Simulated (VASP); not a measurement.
# In3As (Pm-3m) in VASP: notebook, part 2 of 2

VASP 6.6.1. Earlier steps stand in the parts before.

## Step 3: Single point, PBEsol

This run uses another cell than the first one, of 24.15 Å³/atom, 1.031 times its volume.

The input, INCAR:

```
PREC = Accurate ; ENCUT = 520
EDIFF = 1E-6 ; ISMEAR = -1
SIGMA = 0.05 ; LREAL = F
LASPH = T ; NELM = 60
ALGO = Normal ; ISIF = 2
LWAVE = F ; LCHARG = T
GGA = PS ; LELF = T
LVHAR = T ; NBANDS = 30
```

The input, KPOINTS:

```
regular mesh
0
Gamma
  6 6 6
```

The input, POSCAR:

```
In3As
1.0
    4.5882351982      0.0000000000      0.0000000000
    0.0000000000      4.5882351982      0.0000000000
    0.0000000000      0.0000000000      4.5882351982
In As
3 1
Direct
    0.5000000000      0.5000000000      0.0000000000
    0.5000000000      0.0000000000      0.5000000000
    0.0000000000      0.5000000000      0.5000000000
    0.0000000000      0.0000000000      0.0000000000
```

Potentials or basis: VASP PAW PBE potentials, release 64 (In_d, As).

The run is started by

```
$ cat potpaw_PBE.64/In_d/POTCAR potpaw_PBE.64/As/POTCAR > POTCAR
$ mpirun -np 1 vasp_std > vasp.out
```

OUTCAR:

```text
PREC = Accurate
   ENCUT = 520
   EDIFF = 1E-6
   ISMEAR = -1
   LREAL = F
   LASPH = T
   NELM = 60
   ISIF = 2
   GGA = PS

 ion  position               nearest neighbor table
   1  0.500  0.500  0.000-   2 3.24   3 3.24   4 3.24   2 3.24   3 3.24   2 3.24   4 3.24   2 3.24
                             3 3.24   4 3.24   3 3.24   4 3.24
   2  0.500  0.000  0.500-   1 3.24   3 3.24   4 3.24   1 3.24   4 3.24   1 3.24   3 3.24   1 3.24
                             3 3.24   4 3.24   4 3.24   3 3.24
   3  0.000  0.500  0.500-   1 3.24   2 3.24   4 3.24   1 3.24   4 3.24   2 3.24   4 3.24   4 3.24
                             1 3.24   2 3.24   1 3.24   2 3.24
   4  0.000  0.000  0.000-   1 3.24   2 3.24   3 3.24   2 3.24   3 3.24   1 3.24   3 3.24   3 3.24
                             1 3.24   2 3.24   2 3.24   1 3.24

  LATTYP: Found a simple cubic cell.
 ALAT       =     4.5882351982

  Lattice vectors:

 A1 = (   4.5882351982,   0.0000000000,   0.0000000000)
 A2 = (   0.0000000000,   4.5882351982,   0.0000000000)
 A3 = (   0.0000000000,   0.0000000000,   4.5882351982)

Analysis of symmetry for initial positions (statically):
=====================================================================
[... 173 lines left out ...]
 val. band max:        6.9873851962   @ k =   0.1667   0.1667   0.1667
 cond. band min:       7.0712737249   @ k =   0.5000   0.0000   0.0000
 fundamental gap:      0.0838885287
 Fermi energy:         7.0555632809

 k-point     1 :       0.0000    0.0000    0.0000
  band No.  band energies     occupation
      1      -7.6079      2.00000
      2      -7.5816      2.00000
      3      -7.5816      2.00000
      4      -7.5816      2.00000
      5      -7.3871      2.00000
      6      -7.3871      2.00000
[... 649 lines left out ...]
     29      16.5861      0.00000
     30      16.5864      0.00000

------------------------ aborting loop because EDIFF is reached ----------------------------------------

  FORCE on cell =-STRESS in cart. coord.  units (eV):
  Direction    XX          YY          ZZ          XY          YZ          ZX
  --------------------------------------------------------------------------------------
  -------------------------------------------------------------------------------------
  Total       -0.0214465     -0.0214465     -0.0214465     -0.0000000     -0.0000000      0.0000000
  in kB       -0.3557385     -0.3557385     -0.3557385     -0.0000000     -0.0000000      0.0000000
  external PRESSURE =      -0.3557385 kB  Pullay stress =       0.0000000 kB

 VOLUME and BASIS-vectors are now :
 -----------------------------------------------------------------------------
  energy-cutoff  :      520.00
  volume of cell :       96.59
      direct lattice vectors                 reciprocal lattice vectors
     4.588235198  0.000000000  0.000000000     0.217948723  0.000000000  0.000000000
     0.000000000  4.588235198  0.000000000     0.000000000  0.217948723  0.000000000
     0.000000000  0.000000000  4.588235198     0.000000000  0.000000000  0.217948723

 POSITION                                       TOTAL-FORCE (eV/Angst)
 -----------------------------------------------------------------------------------
      2.29412      2.29412      0.00000         0.000000      0.000000      0.000000
      2.29412      0.00000      2.29412         0.000000      0.000000      0.000000
      0.00000      2.29412      2.29412         0.000000      0.000000      0.000000
      0.00000      0.00000      0.00000         0.000000      0.000000      0.000000
 -----------------------------------------------------------------------------------
    total drift:                                0.000000      0.000000      0.000000

  FREE ENERGIE OF THE ION-ELECTRON SYSTEM (eV)
  ---------------------------------------------------
  free  energy   TOTEN  =       -13.7572228792 eV

  energy  without entropy=      -13.7403465004  energy(sigma->0) =      -13.74878469
```

OSZICAR:

```text
N       E                     dE             d eps       ncg     rms          rms(c)
DAV:   1     0.398528975577E+03    0.39853E+03   -0.21104E+04  1206   0.195E+03
DAV:   2     0.254652599894E+02   -0.37306E+03   -0.36558E+03  1200   0.450E+02
DAV:   3    -0.123308537174E+02   -0.37796E+02   -0.36897E+02  1504   0.161E+02
DAV:   4    -0.139169414650E+02   -0.15861E+01   -0.15800E+01  1390   0.343E+01
DAV:   5    -0.139860562585E+02   -0.69115E-01   -0.69095E-01  1744   0.605E+00    0.465E+00
DAV:   6    -0.137777880666E+02    0.20827E+00   -0.63279E-01  1566   0.805E+00    0.260E+00
DAV:   7    -0.137621390287E+02    0.15649E-01   -0.84075E-02  1630   0.229E+00    0.793E-01
DAV:   8    -0.137579301638E+02    0.42089E-02   -0.61709E-03  1570   0.438E-01    0.252E-01
DAV:   9    -0.137572498903E+02    0.68027E-03   -0.15737E-03  1600   0.217E-01    0.827E-02
DAV:  10    -0.137572227011E+02    0.27189E-04   -0.17827E-04  1662   0.138E-01    0.293E-02
DAV:  11    -0.137572235726E+02   -0.87151E-06   -0.21987E-05  1542   0.285E-02    0.545E-03
DAV:  12    -0.137572228792E+02    0.69343E-06   -0.11618E-06   998   0.875E-03
   1 F= -.13757223E+02 E0= -.13748785E+02  d E =-.168764E-01
```

stdout:

```text
POSCAR found type information on POSCAR InAs
 POSCAR found :  2 types and       4 ions
 scaLAPACK will be used
 -----------------------------------------------------------------------------
|                                                                             |
|                                                                             |
|     You enforced a specific xc type in the INCAR file but a different       |
|     I HOPE YOU KNOW WHAT YOU ARE DOING!                                     |
|                                                                             |
 -----------------------------------------------------------------------------

 LDA part: xc-table for (Slater+PW92), standard interpolation
 POSCAR, INCAR and KPOINTS ok, starting setup
 FFT: planning ... GRIDC
 FFT: planning ... GRID_SOFT
 FFT: planning ... GRID
 WAVECAR not read
 entering main loop
```

Wall time 22 s (1 thread of Intel Xeon 6975P-C (Granite Rapids), shared host); peak memory 0.22 GiB.

Results:

| Property | Result |
| --- | --- |
| Free energy | -13.7572 eV |
| Pressure | 0.0 GPa |
| Band gap on the k mesh | zero (band 22 reaches 7.66 eV, above the bottom of band 23 at 3.47 eV) |

Caveat: the PAW data sets were made with another functional, which shifts forces and pressure a little; spin-orbit coupling is left out, which moves the levels of the heavy elements.
